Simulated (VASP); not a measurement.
# Pb (P6_3/mmc) in VASP: further runs

Pb is run at these levels: PBEsol; tasks: single point.

All numbers are computed with VASP 6.6.1; they aren't measurements. Logs are shortened: lines on timing, memory, paths and dates and some standing lists are left out, and cuts for length are marked.

## Step 1: The cell of the first run

Symmetry: P6_3/mmc, No. 194, hexagonal system. Conventional cell: a = 3.472 Å, b = 3.472 Å, c = 5.727 Å, α = 90.00°, β = 90.00°, γ = 120.00°. Within 4.6 Å of Pb (site symmetry -6m2) lie 12 Pb at 3.47 to 3.50 Å.

This isn't the form of Pb at room conditions, which is fcc.

## Step 2: Single point, PBEsol

File INCAR:

```
SYSTEM = Pb
PREC = Accurate ; ENCUT = 520
EDIFF = 1E-6 ; ISMEAR = 0
SIGMA = 0.1 ; LREAL = .FALSE.
LASPH = .TRUE. ; NELM = 100
ALGO = Fast ; ISIF = 2
LWAVE = .FALSE. ; LCHARG = .FALSE.
GGA = PS ; NBANDS = 21
```

File KPOINTS:

```
Automatic mesh
0
G
  15 15 8
  0 0 0
```

File POSCAR:

```
Pb
1.0
    3.4721652864      0.0000000000      0.0000000000
   -1.7360826432      3.0069833441      0.0000000000
    0.0000000000      0.0000000000      5.7272151528
Pb
2
Direct
    0.3333333333      0.6666666667      0.2500000000
    0.6666666667      0.3333333333      0.7500000000
```

Potentials or basis: VASP PAW PBE potentials, release 64 (Pb_d).

Run with:

```console
$ cat potpaw_PBE.64/Pb_d/POTCAR > POTCAR
$ mpirun -np 1 vasp_std > vasp.out
```

OUTCAR:

```text
SYSTEM = Pb
   PREC = Accurate
   ENCUT = 520
   EDIFF = 1E-6
   ISMEAR = 0
   LREAL = .FALSE.
   LASPH = .TRUE.
   NELM = 100
   ISIF = 2
   GGA = PS

 ion  position               nearest neighbor table
   1  0.333  0.667  0.250-   2 3.50   2 3.50   2 3.50   2 3.50   2 3.50   2 3.50
   2  0.667  0.333  0.750-   1 3.50   1 3.50   1 3.50   1 3.50   1 3.50   1 3.50

  LATTYP: Found a hexagonal cell.
 ALAT       =     3.4721652864
 C/A-ratio  =     1.6494650111

  Lattice vectors:

 A1 = (   3.4721652864,   0.0000000000,   0.0000000000)
 A2 = (  -1.7360826432,   3.0069833441,   0.0000000000)
 A3 = (   0.0000000000,   0.0000000000,   5.7272151528)

Analysis of symmetry for initial positions (statically):
=====================================================================
 Subroutine PRICEL returns:
 Original cell was already a primitive cell.

 Routine SETGRP: Setting up the symmetry group for a
 hexagonal supercell.

 Subroutine GETGRP returns: Found 24 space group operations
 (whereof 12 operations were pure point group operations)
 out of a pool of 24 trial point group operations.

The static configuration has the point symmetry D_3d.
 The point group associated with its full space group is D_6h.

Analysis of symmetry for dynamics (positions and initial velocities):
=====================================================================
 Subroutine PRICEL returns:
 Original cell was already a primitive cell.

 Routine SETGRP: Setting up the symmetry group for a
 hexagonal supercell.

 Subroutine GETGRP returns: Found 24 space group operations
 (whereof 12 operations were pure point group operations)
 out of a pool of 24 trial point group operations.

The dynamic configuration has the point symmetry D_3d.
 The point group associated with its full space group is D_6h.

 Subroutine INISYM returns: Found 24 space group operations
 (whereof 12 operations are pure point group operations),
 and found     1 'primitive' translations

----------------------------------------------------------------------------------------

                                     Primitive cell

  volume of cell :      59.7964

  direct lattice vectors                    reciprocal lattice vectors
     3.472165286  0.000000000  0.000000000     0.288004723  0.166279604  0.000000000
    -1.736082643  3.006983344  0.000000000     0.000000000  0.332559208  0.000000000
     0.000000000  0.000000000  5.727215153     0.000000000  0.000000000  0.174604930

  length of vectors
     3.472165286  3.472165286  5.727215153     0.332559208  0.332559208  0.174604930

  position of ions in fractional coordinates (direct lattice)
     0.333333333  0.666666667  0.250000000
     0.666666667  0.333333333  0.750000000
[... 79 lines left out ...]
   EDIFFG = 0.1E-04   stopping-criterion for IOM
   NSW    =      0    number of steps for IOM
   IBRION =     -1    ionic relax: 0-MD 1-quasi-New 2-CG
   NFREE  =      0    steps in history (QN), initial steepest desc. (CG)
   ISIF   =      2    stress and relaxation
   ISYM   =      2    0-nonsym 1-usesym 2-fastsym
   POTIM  = 0.5000    time-step for ionic-motion
   TEBEG  =    0.0;   TEEND  =   0.0 temperature during run
   PSTRESS=    0.0 pullay stress
   NELECT =      28.0000    total number of electrons
   NUPDOWN=      -1.0000    fix difference up-down
   EMIN   =  10.00;   EMAX   =-10.00  energy-range for DOS
   EFERMI =   0.00;   METHOD = LEGACY
   ISMEAR =     0;   SIGMA  =   0.10  broadening in eV -4-tet -1-fermi 0-gaus
   EFERMI_NEDOS =   21; number of points for ismear=-14 and -15
   IALGO  =     68    algorithm
   IMIX   =      4    mixing-type and parameters
     AMIX     =   0.40;   BMIX     =  1.00
     AMIX_MAG =   1.60;   BMIX_MAG =  1.00
  volume/ion in A,a.u.               =      29.90       201.76
  Fermi-wavevector in a.u.,A,eV,Ry     =   1.271264  2.402341 21.988553  1.616113
  Thomas-Fermi vector in A             =   2.404207
   LORBIT       =      0    0 simple, 1 ext, 2 COOP (PROOUT), +10 PAW based schemes
   GGA     = PS    functional components
   LHFCALC =     F    Hartree Fock is set to
   AEXX    =    0.0000 exact exchange contribution
   IVDW    =     0    specifies the selected vdW correction
   LEPSILON=     F    determine dielectric tensor
   LRPA    =     F    only Hartree local field effects (RPA)
 non-spin polarized calculation
 RMM-DIIS sequential band-by-band and
 Gauss-broadening in eV      SIGMA  =   0.10
  energy-cutoff  :      520.00
  volume of cell :       59.80
 maximum number of plane-waves:      1635
 NGX is ok and might be reduce to    28
   NGX = 13   NGY = 13   NGZ = 21

 number of electron      28.0000004 magnetization

 Free energy of the ion-electron system (eV)
  ---------------------------------------------------
  ext. energy  EPLUGINS =         0.00000000
  ---------------------------------------------------
  free energy    TOTEN  =        -7.98572554 eV

  energy without entropy =       -7.98273772  energy(sigma->0) =       -7.98423163

 E-fermi :   7.2071     XC(G=0): -10.4106

 val. band max:        7.1545364367   @ k =   0.3333   0.0000   0.2500
 cond. band min:       7.2615126646   @ k =   0.2667   0.1333   0.1250
 fundamental gap:      0.1069762279
 Fermi energy:         7.2071018878

 k-point     1 :       0.0000    0.0000    0.0000
  band No.  band energies     occupation
      1      -9.7792      2.00000
      2      -9.7504      2.00000
      3      -9.7248      2.00000
      4      -9.7248      2.00000
      5      -9.7034      2.00000
      6      -9.7034      2.00000
[... 565 lines left out ...]
     20      17.3949      0.00000
     21      20.8739      0.00000

 [... further k-points ...]

------------------------ aborting loop because EDIFF is reached ----------------------------------------

  FORCE on cell =-STRESS in cart. coord.  units (eV):
  Direction    XX          YY          ZZ          XY          YZ          ZX
  --------------------------------------------------------------------------------------
  -------------------------------------------------------------------------------------
  Total       -0.0258293     -0.0258293     -0.0262062      0.0000000      0.0000000      0.0000000
  in kB       -0.6920681     -0.6920681     -0.7021660      0.0000000      0.0000000      0.0000000
  external PRESSURE =      -0.6954341 kB  Pullay stress =       0.0000000 kB

 VOLUME and BASIS-vectors are now :
 -----------------------------------------------------------------------------
  energy-cutoff  :      520.00
  volume of cell :       59.80
      direct lattice vectors                 reciprocal lattice vectors
     3.472165286  0.000000000  0.000000000     0.288004723  0.166279604  0.000000000
    -1.736082643  3.006983344  0.000000000     0.000000000  0.332559208  0.000000000
     0.000000000  0.000000000  5.727215153     0.000000000  0.000000000  0.174604930

 POSITION                                       TOTAL-FORCE (eV/Angst)
 -----------------------------------------------------------------------------------
     -0.00000      2.00466      1.43180        -0.000000      0.000000      0.000000
      1.73608      1.00233      4.29541         0.000000     -0.000000      0.000000
 -----------------------------------------------------------------------------------
    total drift:                               -0.000000      0.000000      0.000000

  FREE ENERGIE OF THE ION-ELECTRON SYSTEM (eV)
  ---------------------------------------------------
  free  energy   TOTEN  =        -7.9857255444 eV

  energy  without entropy=       -7.9827377165  energy(sigma->0) =       -7.98423163
```

OSZICAR:

```text
N       E                     dE             d eps       ncg     rms          rms(c)
DAV:   1     0.293799808998E+03    0.29380E+03   -0.14202E+04  5675   0.163E+03
DAV:   2     0.130467225686E+02   -0.28075E+03   -0.27440E+03  5730   0.407E+02
DAV:   3    -0.735599504218E+01   -0.20403E+02   -0.20172E+02  6906   0.136E+02
DAV:   4    -0.799099522130E+01   -0.63500E+00   -0.63470E+00  6812   0.268E+01
DAV:   5    -0.802129869984E+01   -0.30303E-01   -0.30303E-01  7701   0.541E+00    0.838E-01
RMM:   6    -0.799254992013E+01    0.28749E-01   -0.43135E-02  6413   0.251E+00    0.406E-01
RMM:   7    -0.798540774425E+01    0.71422E-02   -0.25803E-02  6399   0.155E+00    0.131E-01
RMM:   8    -0.798548090408E+01   -0.73160E-04   -0.67633E-03  7946   0.108E+00    0.233E-02
RMM:   9    -0.798570017143E+01   -0.21927E-03   -0.24263E-03  8541   0.397E-01    0.236E-02
RMM:  10    -0.798572437810E+01   -0.24207E-04   -0.48070E-04  6802   0.319E-01    0.211E-02
RMM:  11    -0.798571448916E+01    0.98889E-05   -0.19542E-04  7493   0.178E-01    0.450E-03
RMM:  12    -0.798572407568E+01   -0.95865E-05   -0.98594E-05  7829   0.866E-02    0.514E-03
RMM:  13    -0.798572555790E+01   -0.14822E-05   -0.18379E-05  5975   0.433E-02    0.315E-03
RMM:  14    -0.798572554444E+01    0.13463E-07   -0.24941E-06  3960   0.167E-02
   1 F= -.79857255E+01 E0= -.79842316E+01  d E =-.298783E-02
```

It took 78 s on 1 thread of Intel Xeon 6975P-C (Granite Rapids), shared host; peak memory 0.28 GiB.

Results:

| Quantity | Value |
| --- | --- |
| Free energy | -7.9857 eV |
| Pressure | -0.1 GPa |
| Band gap on the k mesh | zero (bands 14 and 15 overlap by 7.89 eV) |

Levels at points of the mesh, in eV from the Fermi level:
```
           k point  band 12  band 13  band 14  band 15  band 16  band 17
(0.00, 0.00, 0.00)    -8.19    -4.26     5.80     5.80     7.51     7.58
(0.00, 0.00, 0.50)   -10.62     0.69     0.69     6.65     6.65     6.65
```

Caveat: the PAW data sets were made with another functional, which shifts forces and pressure a little; spin-orbit coupling is left out, which moves the levels of the heavy elements.

## Step 3: Single point, PBEsol (30.80 Å³/atom)

This run uses another cell than the first one, of 30.80 Å³/atom.

File INCAR:

```
SYSTEM = Pb
PREC     = Accurate       ! precision mode
ENCUT    = 520            ! plane-wave cutoff, eV
EDIFF    = 1E-7           ! SCF threshold, eV
ISMEAR   = 0              ! smearing method
SIGMA    = 0.1            ! smearing width, eV
LREAL    = .False.        ! projectors in reciprocal space
LASPH    = .True.         ! aspherical terms in the spheres
NELM     = 100            ! most SCF steps
ALGO     = Fast           ! electronic algorithm
ISIF     = 2              ! what is computed and relaxed
LWAVE    = .False.        ! write WAVECAR
LCHARG   = .True.         ! write CHGCAR
GGA      = PS             ! functional
LELF     = .True.         ! ELF
LVHAR    = .True.       
NBANDS   = 21             ! bands
```

File KPOINTS:

```
Automatic mesh
0
Gamma
  15 15 8
  0 0 0
```

File POSCAR:

```
Pb
1.0
    3.5065453964      0.0000000000      0.0000000000
   -1.7532726982      3.0367573928      0.0000000000
    0.0000000000      0.0000000000      5.7839239414
Pb
2
Direct
    0.3333333333      0.6666666667      0.2500000000
    0.6666666667      0.3333333333      0.7500000000
```

Potentials or basis: VASP PAW PBE potentials, release 64 (Pb_d).

Run with:

```console
$ cat potpaw_PBE.64/Pb_d/POTCAR > POTCAR
$ mpirun -np 1 vasp_std > vasp.out
```

Wall time 86 s (1 thread of Intel Xeon 6975P-C (Granite Rapids), shared host); peak memory 0.28 GiB.

It converged, with:

```
Free energy            : -7.9782 eV
Pressure               : -1.4 GPa
Band gap on the k mesh : zero (bands 14 and 15 overlap by 7.64 eV)
```

Levels at points of the mesh, in eV from the Fermi level:
```
           k point  band 12  band 13  band 14  band 15  band 16  band 17
(0.00, 0.00, 0.00)    -8.16    -4.11     5.63     5.63     7.28     7.34
(0.00, 0.00, 0.50)   -10.46     0.65     0.65     6.45     6.45     6.45
```

Caveat: the PAW data sets were made with another functional, which shifts forces and pressure a little; spin-orbit coupling is left out, which moves the levels of the heavy elements.
